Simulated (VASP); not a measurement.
Wanted: the native input for a VASP 6.6.1 run.

- Task: single point
- Functional: PBE
- Potentials or basis: VASP PAW PBE potentials, release 64 (Al)
- Cutoff: 520 eV
- k mesh: 12 × 12 × 12
- Occupations: fermi-dirac, width 0.05 eV
- Spin: no spin polarisation
- Dipole correction: no
- Further INCAR settings: ALGO = Normal; EDIFF = 1e-07; NBANDS = 8

The structure of Al lies in POSCAR:

```
Al
1.0
   -1.6017568692      1.6017568692      1.6017568692
    1.6017568692     -1.6017568692      1.6017568692
    1.6017568692      1.6017568692     -1.6017568692
Al
1
Direct
    0.0000000000      0.0000000000      0.0000000000
```

This cell differs from its parent crystal: volume scaled by 1.02.

These files were run (other wordings do the same):

INCAR

```
SYSTEM = Al
PREC = Accurate
ENCUT = 520
EDIFF = 1E-7
ISMEAR = -1
SIGMA = 0.05
LREAL = .FALSE.
LASPH = .TRUE.
NELM = 60
ALGO = Normal
ISIF = 2
LWAVE = .FALSE.
LCHARG = .TRUE.
GGA = PE
LELF = .TRUE.
LVHAR = .TRUE.
NBANDS = 8
```

KPOINTS

```
regular mesh
0
G
  12 12 12
  0 0 0
```

Potentials or basis: VASP PAW PBE potentials, release 64 (Al).

Launch:

```bash
$ cat potpaw_PBE.64/Al/POTCAR > POTCAR
$ mpirun -np 1 vasp_std > vasp.out
```

Results of the run:

* Pressure: 2.2 GPa

Wall time 3.1 s on 1 thread of Intel(R) Xeon(R) 6975P-C (Granite Rapids) (shared host), peak memory 0.12 GiB.
